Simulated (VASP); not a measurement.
# C in VASP: notebook

The runs below take C through single point, relaxation of cell and atoms, with PBE+D3(BJ).

All numbers are computed with VASP 6.6.1; they aren't measurements. Logs are shortened: lines on timing, memory, paths and dates and some standing lists are left out, and cuts for length are marked.

## Step 1: The cell of the first run

The structure is hexagonal, space group P6_3/mmc (No. 194). The conventional cell has a = 2.465 Å, b = 2.465 Å, c = 6.744 Å, α = 90.00°, β = 90.00°, γ = 120.00°. Within 1.9 Å of C (site symmetry -6m2) lie 3 C at 1.42 Å. C (site symmetry -6m2) has 3 C at 1.42 Å within 1.9 Å.

## Step 2: Single point, PBE+D3(BJ)

The input, INCAR:

```
  ALGO = Normal
  EDIFF = 1E-6
  ENCUT = 520
  GGA = PE
  ISIF = 2
  ISMEAR = 0
  IVDW = 12
  LASPH = T
  LCHARG = T
  LELF = T
  LREAL = F
  LVHAR = T
  LWAVE = F
  NBANDS = 16
  NELM = 60
  PREC = Accurate
  SIGMA = 0.1
```

The input, KPOINTS:

```
k-points
0
Gamma
  21 21 6
```

The input, POSCAR:

```
C
1.0
    2.4650255242      0.0000000000      0.0000000000
   -1.2325127621      2.1347747249      0.0000000000
    0.0000000000      0.0000000000      6.7438714828
C
4
Direct
    0.0000000000      0.0000000000      0.0024997901
    0.0000000000      0.0000000000      0.5024997901
    0.3333333333      0.6666666667      0.0025002099
    0.6666666667      0.3333333333      0.5025002099
```

Potentials or basis: VASP PAW PBE potentials, release 64 (C).

Started as:

```console
$ cat potpaw_PBE.64/C/POTCAR > POTCAR
$ mpirun -np 1 vasp_std > vasp.out
```

OUTCAR:

```text
EDIFF = 1E-6
   ENCUT = 520
   GGA = PE
   ISIF = 2
   ISMEAR = 0
   IVDW = 12
   LASPH = T
   LREAL = F
   NELM = 60
   PREC = Accurate
 IVDW          = 12

 ion  position               nearest neighbor table
   1  0.000  0.000  0.002-   3 1.42   3 1.42   3 1.42
   2  0.000  0.000  0.502-   4 1.42   4 1.42   4 1.42
   3  0.333  0.667  0.003-   1 1.42   1 1.42   1 1.42
   4  0.667  0.333  0.503-   2 1.42   2 1.42   2 1.42

  LATTYP: Found a hexagonal cell.
 ALAT       =     2.4650255242
 C/A-ratio  =     2.7358221717

  Lattice vectors:

 A1 = (   2.4650255242,   0.0000000000,   0.0000000000)
 A2 = (  -1.2325127621,   2.1347747249,   0.0000000000)
 A3 = (   0.0000000000,   0.0000000000,   6.7438714828)

Analysis of symmetry for initial positions (statically):
=====================================================================
 Subroutine PRICEL returns:
 Original cell was already a primitive cell.

 Routine SETGRP: Setting up the symmetry group for a
 hexagonal supercell.

 Subroutine GETGRP returns: Found 24 space group operations
 (whereof  6 operations were pure point group operations)
 out of a pool of 24 trial point group operations.

The static configuration has the point symmetry C_3v.
 The point group associated with its full space group is D_6h.

Analysis of symmetry for dynamics (positions and initial velocities):
=====================================================================
 Subroutine PRICEL returns:
 Original cell was already a primitive cell.

 Routine SETGRP: Setting up the symmetry group for a
 hexagonal supercell.

 Subroutine GETGRP returns: Found 24 space group operations
 (whereof  6 operations were pure point group operations)
 out of a pool of 24 trial point group operations.

The dynamic configuration has the point symmetry C_3v.
 The point group associated with its full space group is D_6h.

 Subroutine INISYM returns: Found 24 space group operations
 (whereof  6 operations are pure point group operations),
 and found     1 'primitive' translations

----------------------------------------------------------------------------------------

                                     Primitive cell

  volume of cell :      35.4881

  direct lattice vectors                    reciprocal lattice vectors
     2.465025524  0.000000000  0.000000000     0.405675313  0.234216751  0.000000000
    -1.232512762  2.134774725  0.000000000     0.000000000  0.468433502  0.000000000
     0.000000000  0.000000000  6.743871483     0.000000000  0.000000000  0.148282778

  length of vectors
     2.465025524  2.465025524  6.743871483     0.468433502  0.468433502  0.148282778

  position of ions in fractional coordinates (direct lattice)
     0.000000000  0.000000000  0.002499790
     0.000000000  0.000000000  0.502499790
     0.333333333  0.666666667  0.002500210
     0.666666667  0.333333333  0.502500210

  ion indices of the primitive-cell ions
   primitive index   ion index
                 1           1
                 2           2
                 3           3
                 4           4

----------------------------------------------------------------------------------------

 KPOINTS: k-points

Automatic generation of k-mesh.
 Grid dimensions read from file:
 generate k-points for:   21   21    6

 Generating k-lattice:

  Cartesian coordinates                     Fractional coordinates (reciprocal lattice)
     0.019317872  0.011153179  0.000000000     0.047619048  0.000000000  0.000000000
     0.000000000  0.022306357  0.000000000     0.000000000  0.047619048  0.000000000
     0.000000000  0.000000000  0.024713796     0.000000000  0.000000000  0.166666667

  Length of vectors
     0.022306357  0.022306357  0.024713796

  Shift w.r.t. Gamma in fractional coordinates (k-lattice)
     0.000000000  0.000000000  0.000000000

 Subroutine IBZKPT returns following result:
 ===========================================

 Found    192 irreducible k-points:

 Following reciprocal coordinates:
            Coordinates               Weight
  0.000000  0.000000  0.000000      1.000000
  0.047619  0.000000  0.000000      6.000000
  0.095238 -0.000000  0.000000      6.000000
  0.142857  0.000000  0.000000      6.000000
  0.190476 -0.000000  0.000000      6.000000
  0.238095 -0.000000  0.000000      6.000000
[... 16 lines left out ...]
  0.142857  0.095238  0.000000     12.000000
  0.190476  0.095238  0.000000     12.000000
 [... further k-points ...]
   k-points           NKPTS =    192   k-points in BZ     NKDIM =    192   number of bands    NBANDS=     16
   number of dos      NEDOS =    301   number of ions     NIONS =      4
   total plane-waves  NPLWV =  16200
   dimension x,y,z NGX =    18 NGY =   18 NGZ =   50
   dimension x,y,z NGXF=    36 NGYF=   36 NGZF=  100
   ions per type =               4
   NGX,Y,Z   is equivalent  to a cutoff of  12.14, 12.14, 12.33 a.u.
   NGXF,Y,Z  is equivalent  to a cutoff of  24.28, 24.28, 24.65 a.u.
 SYSTEM =  unknown system
   PREC   = accura    normal or accurate (medium, high low for compatibility)
   ISTART =      0    job   : 0-new  1-cont  2-samecut
   ICHARG =      2    charge: 1-file 2-atom 10-const
   ISPIN  =      1    spin polarized calculation?
   LNONCOLLINEAR =      F non collinear calculations
   LSORBIT =      F    spin-orbit coupling
   LASPH  =      T    aspherical Exc in radial PAW
   ENCUT  =  520.0 eV  38.22 Ry    6.18 a.u.   4.58  4.58 12.54*2*pi/ulx,y,z
   NELM   =     60;   NELMIN=  2; NELMDL= -5     # of ELM steps
   EDIFF  = 0.1E-05   stopping-criterion for ELM
   LREAL  =      F    real-space projection
   EDIFFG = 0.1E-04   stopping-criterion for IOM
   NSW    =      0    number of steps for IOM
   IBRION =     -1    ionic relax: 0-MD 1-quasi-New 2-CG
   NFREE  =      0    steps in history (QN), initial steepest desc. (CG)
   ISIF   =      2    stress and relaxation
   ISYM   =      2    0-nonsym 1-usesym 2-fastsym
   POTIM  = 0.5000    time-step for ionic-motion
   TEBEG  =    0.0;   TEEND  =   0.0 temperature during run
   PSTRESS=    0.0 pullay stress
   NELECT =      16.0000    total number of electrons
   NUPDOWN=      -1.0000    fix difference up-down
   EMIN   =  10.00;   EMAX   =-10.00  energy-range for DOS
   EFERMI =   0.00;   METHOD = LEGACY
   ISMEAR =     0;   SIGMA  =   0.10  broadening in eV -4-tet -1-fermi 0-gaus
   EFERMI_NEDOS =   21; number of points for ismear=-14 and -15
   IALGO  =     38    algorithm
   IMIX   =      4    mixing-type and parameters
     AMIX     =   0.40;   BMIX     =  1.00
     AMIX_MAG =   1.60;   BMIX_MAG =  1.00
  volume/ion in A,a.u.               =       8.87        59.87
  Fermi-wavevector in a.u.,A,eV,Ry     =   1.255318  2.372208 21.440392  1.575824
  Thomas-Fermi vector in A             =   2.389081
   LORBIT       =      0    0 simple, 1 ext, 2 COOP (PROOUT), +10 PAW based schemes
   GGA     = PE    functional components
   LHFCALC =     F    Hartree Fock is set to
   AEXX    =    0.0000 exact exchange contribution
   IVDW    =    12    specifies the selected vdW correction
   LEPSILON=     F    determine dielectric tensor
   LRPA    =     F    only Hartree local field effects (RPA)
 non-spin polarized calculation
 Gauss-broadening in eV      SIGMA  =   0.10
  energy-cutoff  :      520.00
  volume of cell :       35.49
 maximum number of plane-waves:       979
   NGX =  9   NGY =  9   NGZ = 25

 number of electron      15.9999995 magnetization

 Free energy of the ion-electron system (eV)
  ---------------------------------------------------
  ext. energy  EPLUGINS =         0.00000000
  ---------------------------------------------------
  free energy    TOTEN  =       -36.84830851 eV

  energy without entropy =      -36.84771785  energy(sigma->0) =      -36.84801318

 E-fermi :   4.6293     XC(G=0): -10.2888

 val. band max:        4.6264923167   @ k =   0.3333   0.3333   0.5000
 cond. band min:       4.6376021442   @ k =   0.3333   0.3333   0.3333
 fundamental gap:      0.0111098275
 Fermi energy:         4.6292742104

 k-point     1 :       0.0000    0.0000    0.0000
  band No.  band energies     occupation
      1     -15.0131      2.00000
      2     -14.7244      2.00000
      3      -3.8584      2.00000
      4      -1.9412      2.00000
      5       1.6156      2.00000
      6       1.6156      2.00000
[... 8 lines left out ...]
     15      15.9962      0.00000
     16      16.1995      0.00000

 k-point     2 :       0.0476    0.0000    0.0000
  band No.  band energies     occupation
      1     -14.9589      2.00000
      2     -14.6712      2.00000
      3      -3.7927      2.00000
      4      -1.8796      2.00000
      5       1.3926      2.00000
      6       1.4155      2.00000
[... 8 lines left out ...]
     15      15.8022      0.00000
     16      16.0171      0.00000

 k-point     3 :       0.0952   -0.0000    0.0000
  band No.  band energies     occupation
      1     -14.7967      2.00000
      2     -14.5118      2.00000
      3      -3.5959      2.00000
      4      -1.6956      2.00000
      5       0.7680      2.00000
      6       0.8037      2.00000
[... 8 lines left out ...]
     15      15.3046      0.00000
     16      15.4990      0.00000

 k-point     4 :       0.1429    0.0000    0.0000
  band No.  band energies     occupation
      1     -14.5269      2.00000
      2     -14.2468      2.00000
      3      -3.2695      2.00000
      4      -1.3911      2.00000
      5      -0.1569      2.00000
      6      -0.1046      2.00000
[... 8 lines left out ...]
     15      14.9263      0.00000
     16      15.5390      0.00000

 k-point     5 :       0.1905   -0.0000    0.0000
  band No.  band energies     occupation
      1     -14.1508      2.00000
      2     -13.8772      2.00000
      3      -2.8160      2.00000
      4      -1.2751      2.00000
      5      -1.2043      2.00000
      6      -0.9701      2.00000
[... 8 lines left out ...]
     15      16.1717      0.00000
     16      16.2178      0.00000

 k-point     6 :       0.2381   -0.0000    0.0000
  band No.  band energies     occupation
      1     -13.6697      2.00000
      2     -13.4046      2.00000
      3      -2.5002      2.00000
      4      -2.4101      2.00000
      5      -2.2398      2.00000
      6      -0.4395      2.00000
[... 8 lines left out ...]
     15      17.6557      0.00000
     16      17.6991      0.00000
[... 267 lines left out ...]
 k-point    21 :       0.4762    0.0476    0.0000
  band No.  band energies     occupation
      1      -9.6462      2.00000
      2      -9.5391      2.00000
      3      -8.5808      2.00000
      4      -8.5002      2.00000
      5      -1.9641      2.00000
      6      -1.9068      2.00000
[... 8 lines left out ...]
     15      18.6929      0.00000
     16      19.5586      0.00000

 k-point    22 :       0.0952    0.0952    0.0000
  band No.  band energies     occupation
      1     -14.3655      2.00000
      2     -14.0883      2.00000
      3      -3.0745      2.00000
      4      -1.2096      2.00000
      5      -0.4926      2.00000
      6      -0.4587      2.00000
[... 8 lines left out ...]
     15      14.8980      0.00000
     16      15.6548      0.00000

 k-point    23 :       0.1429    0.0952    0.0000
  band No.  band energies     occupation
      1     -13.9902      2.00000
      2     -13.7194      2.00000
      3      -2.6226      2.00000
      4      -1.4411      2.00000
      5      -1.3900      2.00000
      6      -0.7909      2.00000
[... 8 lines left out ...]
     15      15.6590      0.00000
     16      15.9580      0.00000

 k-point    24 :       0.1905    0.0952    0.0000
  band No.  band energies     occupation
      1     -13.5102      2.00000
      2     -13.2478      2.00000
      3      -2.5496      2.00000
      4      -2.4730      2.00000
      5      -2.0484      2.00000
      6      -0.8799      2.00000
[... 8 lines left out ...]
     15      16.5295      0.00000
     16      16.7433      0.00000

 [... further k-points ...]

------------------------ aborting loop because EDIFF is reached ----------------------------------------

 Edisp (eV)   -0.62160

 E8    (eV) :    -0.1760

  FORCE on cell =-STRESS in cart. coord.  units (eV):
  Direction    XX          YY          ZZ          XY          YZ          ZX
  --------------------------------------------------------------------------------------
  -------------------------------------------------------------------------------------
  Total       0.14905     0.14905    -0.02571     0.00000     0.00000     0.00000
  in kB       6.72929     6.72929    -1.16055     0.00000     0.00000     0.00000
  external pressure =        4.10 kB  Pullay stress =        0.00 kB

 VOLUME and BASIS-vectors are now :
 -----------------------------------------------------------------------------
  energy-cutoff  :      520.00
  volume of cell :       35.49
      direct lattice vectors                 reciprocal lattice vectors
     2.465025524  0.000000000  0.000000000     0.405675313  0.234216751  0.000000000
    -1.232512762  2.134774725  0.000000000     0.000000000  0.468433502  0.000000000
     0.000000000  0.000000000  6.743871483     0.000000000  0.000000000  0.148282778

 POSITION                                       TOTAL-FORCE (eV/Angst)
 -----------------------------------------------------------------------------------
      0.00000      0.00000      0.01686         0.000000     -0.000000     -0.000000
      0.00000      0.00000      3.38879        -0.000000      0.000000     -0.000000
     -0.00000      1.42318      0.01686        -0.000000      0.000000      0.000000
      1.23251      0.71159      3.38880         0.000000     -0.000000      0.000000
 -----------------------------------------------------------------------------------
    total drift:                               -0.000000     -0.000000     -0.003266

  FREE ENERGIE OF THE ION-ELECTRON SYSTEM (eV)
  ---------------------------------------------------
  free  energy   TOTEN  =       -37.4699132436 eV

  energy  without entropy=      -37.4693225794  energy(sigma->0) =      -37.46961791
```

Run time: 37 s. Hardware: 1 thread of Intel Xeon 6975P-C (Granite Rapids), shared host; peak memory 0.2 GiB.

Results:

| Property | Result |
| --- | --- |
| Free energy | -37.4699 eV |
| Pressure | 0.4 GPa |
| Band gap on the k mesh | zero (band 8 reaches 4.64 eV, above the bottom of band 9 at 4.61 eV) |
| Dispersion energy per atom | -0.155 eV |

Stress tensor (GPa, compression positive):
```
 0.67  0.00  0.00
 0.00  0.67  0.00
 0.00  0.00 -0.12
```

## Step 3: Relaxation of cell and atoms, PBE+D3(BJ)

This run uses another cell than the first one, of 8.97 Å³/atom, 1.011 times its volume.

The input, INCAR:

```
SYSTEM = C
  ALGO = Normal
  EDIFF = 1E-7
  EDIFFG = -0.005
  ENCUT = 600
  GGA = PE
  IBRION = 2
  ISIF = 3
  ISMEAR = 0
  IVDW = 12
  LASPH = .TRUE.
  LCHARG = .FALSE.
  LREAL = .FALSE.
  LWAVE = .FALSE.
  NELM = 60
  NSW = 100
  PREC = Accurate
  SIGMA = 0.1
```

The input, KPOINTS:

```
k-points
0
G
  21 21 6
  0 0 0
```

The input, POSCAR:

```
C
1.0
    2.4699988104      0.0000000000      0.0000000000
   -1.2349994052      2.1390817171      0.0000000000
    0.0000000000      0.0000000000      6.7900000000
C
4
Direct
    0.0000000000      0.0000000000      0.0000000000
    0.0000000000      0.0000000000      0.5000000000
    0.3333333333      0.6666666667      0.0050000000
    0.6666666667      0.3333333333      0.5050000000
```

Potentials or basis: VASP PAW PBE potentials, release 64 (C).

Started as:

```console
$ cat potpaw_PBE.64/C/POTCAR > POTCAR
$ mpirun -np 1 vasp_std > vasp.out
```

Wall time 4.9 min (1 thread of Intel Xeon 6975P-C (Granite Rapids), shared host); peak memory 0.23 GiB.

The run converged. Its results:

* Free energy: -37.4809 eV
* Relaxed volume: 8.79 Å³/atom
* Relaxed cell: a = 2.465 Å, b = 2.465 Å, c = 6.677 Å, α = 90.00°, β = 90.00°, γ = 120.00°
* Space group after relaxing (to 0.05 Å): P6_3/mmc (No. 194)
* Energy gained by relaxing: 5.3 meV/atom
* Ionic steps: 12
* Pressure after relaxing: 0.0 GPa
* Band gap on the k mesh: zero (band 8 reaches 4.72 eV, above the bottom of band 9 at 4.70 eV)
* Dispersion energy per atom: -0.157 eV

Forces on the atoms (eV/Å):
```
C    0.000  0.000 -0.002
C    0.000  0.000 -0.002
C    0.000  0.000  0.002
C    0.000  0.000  0.002
```

Step by step:
| step | energy change (eV) | largest force (eV/Å) | pressure (GPa) | volume (Å³) |
| --- | --- | --- | --- | --- |
| 1 | 0.0000 | 0.5671 | -1.86 | 35.88 |
| 2 | -0.0069 | 0.3455 | 3.95 | 35.34 |
| 3 | -0.0193 | 0.0599 | 1.36 | 35.58 |
| 4 | -0.0168 | 0.1132 | -2.91 | 35.88 |
| 5 | -0.0205 | 0.0022 | -0.20 | 35.68 |
| 6 | -0.0206 | 0.0027 | -0.18 | 35.64 |
| 7 | -0.0209 | 0.0040 | -0.13 | 35.52 |
| 8 | -0.0213 | 0.0067 | -0.02 | 35.28 |
| 9 | -0.0210 | 0.0119 | 0.22 | 34.80 |
| 10 | -0.0214 | 0.0081 | 0.05 | 35.14 |
| 11 | -0.0212 | 0.0281 | -0.44 | 35.16 |
| 12 | -0.0214 | 0.0024 | -0.03 | 35.14 |

Final structure:
```
C
1.0
     2.46527    0.00000    0.00000
    -1.23264    2.13499    0.00000
     0.00000    0.00000    6.67682
C
4
Direct
  0.00000 0.00000 0.00251
  0.00000 0.00000 0.50251
  0.33333 0.66667 0.00249
  0.66667 0.33333 0.50249
```

Levels at points of the mesh, in eV from the Fermi level:
```
           k point  band 6  band 7  band 8  band 9  band 10  band 11
(0.00, 0.00, 0.00)   -3.01   -2.99   -2.99    4.34     8.33     8.33
(0.00, 0.00, 0.50)   -3.00   -3.00   -3.00    7.02     7.02     8.35
```
